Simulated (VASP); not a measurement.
Input of a VASP 6.6.1 run:

INCAR

```
SYSTEM = Al
  ALGO = Normal
  EDIFF = 1E-6
  ENCUT = 520
  GGA = PE
  ISIF = 2
  ISMEAR = -1
  LASPH = .TRUE.
  LCHARG = .TRUE.
  LELF = .TRUE.
  LREAL = .FALSE.
  LVHAR = .TRUE.
  LWAVE = .FALSE.
  NBANDS = 10
  NELM = 80
  PREC = Accurate
  SIGMA = 0.05
```

Contents of KPOINTS:

```
k-points
0
G
  7 7 10
  0 0 0
```

The input POSCAR:

```
Al
1.0
    4.5507067782      0.0000000000      0.0000000000
   -2.2753533891      3.9410279754      0.0000000000
    0.0000000000      0.0000000000      2.7584277928
Al
2
Direct
    0.3333300000      0.6666700000      0.0000000000
    0.6666700000      0.3333300000      0.0000000000
```

Potentials or basis: VASP PAW PBE potentials, release 64 (Al).

Run with:

```bash
$ cat potpaw_PBE.64/Al/POTCAR > POTCAR
$ mpirun -np 1 vasp_std > vasp.out
```

**Question.** Predict the band gap on the k mesh.

**Answer.** Zero (band 3 reaches 6.27 eV, above the bottom of band 4 at 2.95 eV).

**Question.** What does it give for the pressure?

**Answer.** -0.2 GPa.

Stress tensor (GPa, compression positive):
```
 0.05  0.00  0.00
 0.00  0.05  0.00
 0.00  0.00 -0.75
```
